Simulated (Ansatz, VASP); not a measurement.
One calculation of PtSe2, two programs

INCAR

```
SYSTEM = PtSe2
PREC = Accurate ; ENCUT = 500
EDIFF = 1E-6 ; ISMEAR = 0
SIGMA = 0.1 ; LREAL = .FALSE.
LASPH = .TRUE. ; NELM = 120
ALGO = Normal ; ISIF = 2
LWAVE = .FALSE. ; LCHARG = .TRUE.
GGA = PS ; LELF = .TRUE.
LVHAR = .TRUE. ; NBANDS = 18
GGA_COMPAT = .FALSE.
```

Contents of KPOINTS:

```
Automatic mesh
0
G
  6 6 4
  0 0 0
```

File POSCAR:

```
PtSe2
1.0
    3.7602794085     -0.0000000029      0.0000000000
   -1.8801397017      3.2564974945      0.0000000000
    0.0000000000      0.0000000000      4.8639749018
Pt Se
1 2
Direct
    0.0000000000      0.0000000000      0.0000000000
    0.6666666667      0.3333333333      0.7393362675
    0.3333333333      0.6666666667      0.2606637325
```

Input for Ansatz:

```yaml
crystal:
  lattice:
    - [3.7602794085, -2.9e-09, 0.0]
    - [-1.8801397017, 3.2564974945, 0.0]
    - [0.0, 0.0, 4.8639749018]
  atoms:
    - { symbol: Pt, position: [0.0, 0.0, 0.0] }
    - { symbol: Se, position: [0.6666666667, 0.3333333333, 0.7393362675] }
    - { symbol: Se, position: [0.3333333333, 0.6666666667, 0.2606637325] }
basis:
  ecutwfc: 420
kpoints:
  mp_grid: { grid: [6, 6, 4] }
hamiltonian:
  xc: pbesol
  pseudopotentials: { kind: paw, azcp: { folder: soft_1 } }
scf:
  occupations: { method: gaussian, width: 0.1 }
output:
  forces: true
  stress: true
  eigenvalues: true
```

Alike in both runs: task single point; functional PBEsol; k mesh 6 × 6 × 4; occupations gaussian, width 0.1 eV; no spin polarisation.

|  | VASP | Ansatz |
| --- | --- | --- |
| version | VASP 6.6.1 | Ansatz 0.2.0 |
| potentials or method | VASP PAW PBE potentials, release 64 (Pt, Se), cutoff 500 eV | scalar-relativistic, plane waves, PAW |
| valence electrons in the cell | 22 | 50 |

|  | VASP | Ansatz | Ansatz less VASP |
| --- | --- | --- | --- |
| gap on the k mesh at the Fermi level (eV) | none | none | - |
| pressure (GPa) | 0.1 | 0.0 | -0.08 |
| traceless stress, the component that is largest in VASP (GPa) | 0.14 | 0.15 | +0.008 |
| rms of the force components (eV/Å) | 0.021 | 0.013 | -0.0072 |

VASP's potentials were made for PBE, not for PBEsol, and Ansatz warns of the same on its side. Atom by atom the forces differ by 0.007 eV/Å (rms over components). A gap of «none» marks a metal or a gap that the smearing closes. With one functional, cell and mesh, what is left measures potentials, basis and numerics. VASP's potentials hold 22 valence electrons a cell and Ansatz's 50, so a difference there can come from the potentials and not from the codes.

Neither program's run includes spin-orbit coupling.
